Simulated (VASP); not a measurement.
GaN: single point with LDA

Crystal: GaN.

```
CELL_PARAMETERS angstrom
0.00000 2.10321 2.19929
2.10321 0.00000 2.19929
2.10321 2.10321 0.00000
ATOMIC_POSITIONS crystal
Ga 0.00000 0.00000 0.00000
N 0.50000 0.50000 0.50000
```

This cell differs from its parent crystal: strain -0.015 along x and y, +0.030 along z.

```
Program                : VASP 6.6.1
Task                   : single point
Functional             : LDA
Potentials or basis    : VASP PAW LDA potentials, release 64 (Ga_d, N)
Cutoff                 : 520 eV
k mesh                 : 14 × 14 × 14
Occupations            : gaussian, width 0.03 eV
Spin                   : no spin polarisation
Dipole correction      : no
Further INCAR settings : ALGO = Normal; EDIFF = 1e-06; NBANDS = 16
```

```yaml
Pressure: -11.7 GPa
Band_gap_on_the_k_mesh: 0.06 eV (least direct gap 2.22 eV)
```

Stress tensor (GPa, compression positive):
```
 -9.80   0.00   0.00
  0.00  -9.80   0.00
  0.00   0.00 -15.55
```

Levels at points of the mesh, in eV from the valence-band top:
| k point | band 5 | band 6 | band 7 | band 8 | band 9 | band 10 | band 11 | band 12 | band 13 | band 14 |
| --- | --- | --- | --- | --- | --- | --- | --- | --- | --- | --- |
| (0.00, 0.00, 0.00) | -14.09 | -14.04 | -0.68 | -0.68 | -0.29 | 1.93 | 13.91 | 14.21 | 14.57 | 14.57 |
| (0.50, 0.00, 0.00) | -13.93 | -13.84 | -8.24 | -0.33 | -0.12 | 4.43 | 8.34 | 8.82 | 9.11 | 15.89 |
| (0.50, 0.50, 0.00) | -13.90 | -11.28 | -7.06 | -2.85 | -2.85 | 0.52 | 8.03 | 11.05 | 14.16 | 14.16 |
| (0.50, 0.00, 0.50) | -13.86 | -10.81 | -6.97 | -3.41 | -2.78 | 0.06 | 7.53 | 11.61 | 13.03 | 14.35 |

It took 70 s on 1 thread of Intel Xeon 8259CL, on a shared host, peak memory 0.19 GiB.

Caveat: the cell differs from its parent crystal (strain -0.015 along x and y, +0.030 along z); the cell stands under tension. A k mesh can miss the band edges.
